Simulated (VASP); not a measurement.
# TaN in VASP: a series of runs

The runs below take TaN through electric field gradients, with LDA.

All numbers are computed with VASP 6.6.1; they aren't measurements. Logs are shortened: lines on timing, memory, paths and dates and some standing lists are left out, and cuts for length are marked.

### 1 The cell of the first run

Symmetry: P-6m2, No. 187, hexagonal system. The conventional cell has a = 2.938 Å, b = 2.938 Å, c = 2.883 Å, α = 90.00°, β = 90.00°, γ = 120.00°. Ta (site symmetry -6m2) has 6 N at 2.23 Å and 8 Ta at 2.88 to 2.94 Å within 3.0 Å. Within 3.0 Å of N (site symmetry -6m2) lie 6 Ta at 2.23 Å and 8 N at 2.88 to 2.94 Å.

### 2 Electric field gradients, LDA

Contents of INCAR:

```
ALGO = Normal
EDIFF = 1E-8
ENCUT = 520
GGA_COMPAT = F
ISIF = 2
ISMEAR = -1
LASPH = T
LCHARG = F
LEFG = T
LREAL = F
LWAVE = F
NBANDS = 16
NELM = 120
PREC = Accurate
SIGMA = 0.02
```

Contents of KPOINTS:

```
k-points
0
Gamma
  12 12 10
```

Contents of POSCAR:

```
TaN
1.0
    2.9379988584      0.0000000000      0.0000000000
   -1.4689994292      2.5443816477      0.0000000000
    0.0000000000      0.0000000000      2.8830000000
Ta N
1 1
Direct
    0.3333333333      0.6666666667      0.5000000000
    0.0000000000      0.0000000000      0.0000000000
```

Potentials or basis: VASP PAW LDA potentials, release 64 (Ta_sv_GW, N).

Started as:

```
$ cat potpaw_LDA.64/Ta_sv_GW/POTCAR potpaw_LDA.64/N/POTCAR > POTCAR
$ mpirun -np 1 vasp_std > vasp.out
```

OUTCAR:

```text
EDIFF = 1E-8
   ENCUT = 520
   ISIF = 2
   ISMEAR = -1
   LASPH = T
   LREAL = F
   NELM = 120
   PREC = Accurate

 ion  position               nearest neighbor table
   1  0.333  0.667  0.500-   2 2.23   2 2.23   2 2.23   2 2.23   2 2.23   2 2.23
   2  0.000  0.000  0.000-   1 2.23   1 2.23   1 2.23   1 2.23   1 2.23   1 2.23

  LATTYP: Found a hexagonal cell.
 ALAT       =     2.9379988584
 C/A-ratio  =     0.9812801635

  Lattice vectors:

 A1 = (   2.9379988584,   0.0000000000,   0.0000000000)
 A2 = (  -1.4689994292,   2.5443816477,   0.0000000000)
 A3 = (   0.0000000000,   0.0000000000,   2.8830000000)

Analysis of symmetry for initial positions (statically):
=====================================================================
 Subroutine PRICEL returns:
 Original cell was already a primitive cell.

 Routine SETGRP: Setting up the symmetry group for a
 hexagonal supercell.

 Subroutine GETGRP returns: Found 12 space group operations
 (whereof 12 operations were pure point group operations)
 out of a pool of 24 trial point group operations.

The static configuration has the point symmetry D_3h.

Analysis of symmetry for dynamics (positions and initial velocities):
=====================================================================
 Subroutine PRICEL returns:
 Original cell was already a primitive cell.

 Routine SETGRP: Setting up the symmetry group for a
 hexagonal supercell.

 Subroutine GETGRP returns: Found 12 space group operations
 (whereof 12 operations were pure point group operations)
 out of a pool of 24 trial point group operations.

The dynamic configuration has the point symmetry D_3h.

 Subroutine INISYM returns: Found 12 space group operations
 (whereof 12 operations are pure point group operations),
 and found     1 'primitive' translations

----------------------------------------------------------------------------------------

                                     Primitive cell

  volume of cell :      21.5516

  direct lattice vectors                    reciprocal lattice vectors
     2.937998858  0.000000000  0.000000000     0.340367729  0.196511400  0.000000000
[... 115 lines left out ...]
   LEPSILON=     F    determine dielectric tensor
   LRPA    =     F    only Hartree local field effects (RPA)
 non-spin polarized calculation
  energy-cutoff  :      520.00
  volume of cell :       21.55
 maximum number of plane-waves:       599
 NGX is ok and might be reduce to    24
   NGX = 11   NGY = 11   NGZ = 11

 number of electron      18.0000000 magnetization

 Free energy of the ion-electron system (eV)
  ---------------------------------------------------
  ext. energy  EPLUGINS =         0.00000000
  ---------------------------------------------------
  free energy    TOTEN  =       -27.20649310 eV

  energy without entropy =      -27.20639214  energy(sigma->0) =      -27.20644262

 E-fermi :  12.2204     XC(G=0): -13.9761

 val. band max:       12.0988945880   @ k =   0.0000   0.0000   0.4000
 cond. band min:      12.2607008544   @ k =   0.0833   0.0000   0.5000
 fundamental gap:      0.1618062665
 Fermi energy:        12.2203524119

 k-point     1 :       0.0000    0.0000    0.0000
  band No.  band energies     occupation
      1     -55.9672      2.00000
      2     -22.4913      2.00000
      3     -22.2307      2.00000
      4     -22.2307      2.00000
      5      -5.3856      2.00000
      6       7.5863      2.00000
[... 433 lines left out ...]
      3     -22.4677      2.00000
      4     -22.4004      2.00000
      5      -3.6219      2.00000
      6       4.6279      2.00000
[... 8 lines left out ...]
     15      25.2162      0.00000
     16      28.1632      0.00000

 [... further k-points ...]
[... 5 lines left out ...]
  --------------------------------------------------------------------------------------
  -------------------------------------------------------------------------------------
  Total       -1.3920360     -1.3920360     -1.5851186     -0.0000000      0.0000000      0.0000000
  in kB     -103.4862220   -103.4862220   -117.8402928     -0.0000000      0.0000000      0.0000000
  external PRESSURE =    -108.2709123 kB  Pullay stress =       0.0000000 kB

 VOLUME and BASIS-vectors are now :
 -----------------------------------------------------------------------------
  energy-cutoff  :      520.00
  volume of cell :       21.55
      direct lattice vectors                 reciprocal lattice vectors
     2.937998858  0.000000000  0.000000000     0.340367729  0.196511400  0.000000000
    -1.468999429  2.544381648  0.000000000     0.000000000  0.393022800  0.000000000
     0.000000000  0.000000000  2.883000000     0.000000000  0.000000000  0.346860909

 POSITION                                       TOTAL-FORCE (eV/Angst)
 -----------------------------------------------------------------------------------
     -0.00000      1.69625      1.44150         0.000000     -0.000000      0.000000
      0.00000      0.00000      0.00000        -0.000000      0.000000      0.000000
 -----------------------------------------------------------------------------------
    total drift:                                0.000000     -0.000000     -0.000000

  FREE ENERGIE OF THE ION-ELECTRON SYSTEM (eV)
  ---------------------------------------------------
  free  energy   TOTEN  =       -27.2064931018 eV

  energy  without entropy=      -27.2063921408  energy(sigma->0) =      -27.20644262

 Electric field gradients (V/A^2)
---------------------------------------------------------------------
 ion       V_xx      V_yy      V_zz      V_xy      V_xz      V_yz
---------------------------------------------------------------------
   1     -17.246   -17.246    34.491     0.000     0.000     0.000
   2       0.027     0.026    -0.053    -0.001    -0.000     0.000
---------------------------------------------------------------------

 Electric field gradients after diagonalization (V/A^2)
 (convention: |V_zz| > |V_xx| > |V_yy|)
----------------------------------------------------------------------
 ion       V_xx      V_yy      V_zz     asymmetry (V_yy - V_xx)/ V_zz
----------------------------------------------------------------------
   1     -17.246   -17.246    34.491       0.000
   2       0.027     0.026    -0.053       0.026
----------------------------------------------------------------------

           NMR quadrupolar parameters

 Cq : quadrupolar parameter    Cq=e*Q*V_zz/h
 eta: asymmetry parameters     (V_yy - V_xx)/ V_zz
 Q  : nuclear electric quadrupole moment in mb (millibarn)
----------------------------------------------------------------------
 ion       Cq(MHz)       eta       Q (mb)
----------------------------------------------------------------------
   1       0.083       0.000       1.000
   2      -0.000       0.026       1.000
----------------------------------------------------------------------
```

OSZICAR:

```text
N       E                     dE             d eps       ncg     rms          rms(c)
DAV:   1     0.969569989678E+02    0.96957E+02   -0.11335E+04  3696   0.114E+03
DAV:   2    -0.261830331392E+02   -0.12314E+03   -0.11902E+03  5128   0.296E+02
DAV:   3    -0.307871603103E+02   -0.46041E+01   -0.46002E+01  4304   0.511E+01
DAV:   4    -0.309044927420E+02   -0.11733E+00   -0.11733E+00  5264   0.575E+00
DAV:   5    -0.309086605648E+02   -0.41678E-02   -0.41678E-02  4328   0.799E-01    0.566E+01
DAV:   6    -0.274271872903E+02    0.34815E+01   -0.74866E+00  3912   0.230E+01    0.598E+01
DAV:   7    -0.272776046209E+02    0.14958E+00   -0.44614E-01  3928   0.499E+00    0.277E+01
DAV:   8    -0.272100646988E+02    0.67540E-01   -0.15958E-01  4424   0.295E+00    0.760E+00
DAV:   9    -0.272068233240E+02    0.32414E-02   -0.86070E-03  4560   0.828E-01    0.764E-01
DAV:  10    -0.272065239121E+02    0.29941E-03   -0.17846E-03  3824   0.404E-01    0.118E-01
DAV:  11    -0.272064967534E+02    0.27159E-04   -0.10712E-04  4408   0.985E-02    0.126E-01
DAV:  12    -0.272064933564E+02    0.33970E-05   -0.12652E-05  4152   0.299E-02    0.259E-02
DAV:  13    -0.272064931209E+02    0.23547E-06   -0.94875E-07  4600   0.855E-03    0.499E-03
DAV:  14    -0.272064931031E+02    0.17770E-07   -0.70467E-08  4024   0.215E-03    0.205E-03
DAV:  15    -0.272064931018E+02    0.13422E-08   -0.33812E-09  2304   0.550E-04
   1 F= -.27206493E+02 E0= -.27206443E+02  d E =-.100961E-03
```

stdout:

```text
POSCAR found type information on POSCAR TaN
 POSCAR found :  2 types and       2 ions
 scaLAPACK will be used
 LDA part: xc-table for (Slater(with rela. corr.)+CA(PZ))
 , standard interpolation
 POSCAR, INCAR and KPOINTS ok, starting setup
 FFT: planning ... GRIDC
 FFT: planning ... GRID_SOFT
 FFT: planning ... GRID
 WAVECAR not read
 entering main loop
ion   1

ion   2
```

Run time: 31 s. Hardware: 1 thread of Intel Xeon Platinum 8375C at 2.90GHz (Ice Lake), shared host; peak memory 0.16 GiB.

What came out:

| Property | Result |
| --- | --- |
| Free energy | -27.2065 eV |
| Pressure | -10.8 GPa |
| Band gap on the k mesh | zero (bands 9 and 10 overlap by 0.49 eV) |
| Largest electric field gradient by atom | Ta +34.5; N -0.1 V/Å² |

Levels at points of the mesh, in eV from the Fermi level:
| k point | band 5 | band 6 | band 7 | band 8 | band 9 | band 10 | band 11 | band 12 | band 13 | band 14 |
| --- | --- | --- | --- | --- | --- | --- | --- | --- | --- | --- |
| (0.00, 0.00, 0.00) | -17.61 | -4.63 | -4.63 | -4.28 | -2.97 | 2.26 | 3.48 | 3.48 | 3.85 | 3.85 |
| (0.50, 0.00, 0.00) | -15.28 | -8.32 | -5.27 | -3.56 | -3.22 | 2.86 | 3.93 | 5.08 | 5.18 | 7.44 |
| (0.00, 0.00, 0.50) | -14.90 | -9.38 | -3.82 | -3.82 | -0.20 | -0.20 | 2.33 | 3.18 | 3.18 | 8.19 |
| (0.50, 0.00, 0.50) | -15.60 | -7.38 | -6.21 | -5.77 | -0.36 | 4.10 | 5.24 | 5.96 | 6.95 | 10.08 |

Electric field gradients, principal values (V/Å²):
```
atom    least   middle  greatest (by size)
1 Ta  -17.246  -17.246              34.491
 2 N    0.026    0.027              -0.053
```

Caveat: the cell stands under tension; without QUAD_EFG the Cq values of the log hold for a quadrupole moment of 1 mb, not for the nuclei; spin-orbit coupling is left out, which moves the levels of the heavy elements.

(Part 1 of 3 ends here.)

The gap in the log of VASP goes by the Fermi energy; the results here count the filled bands.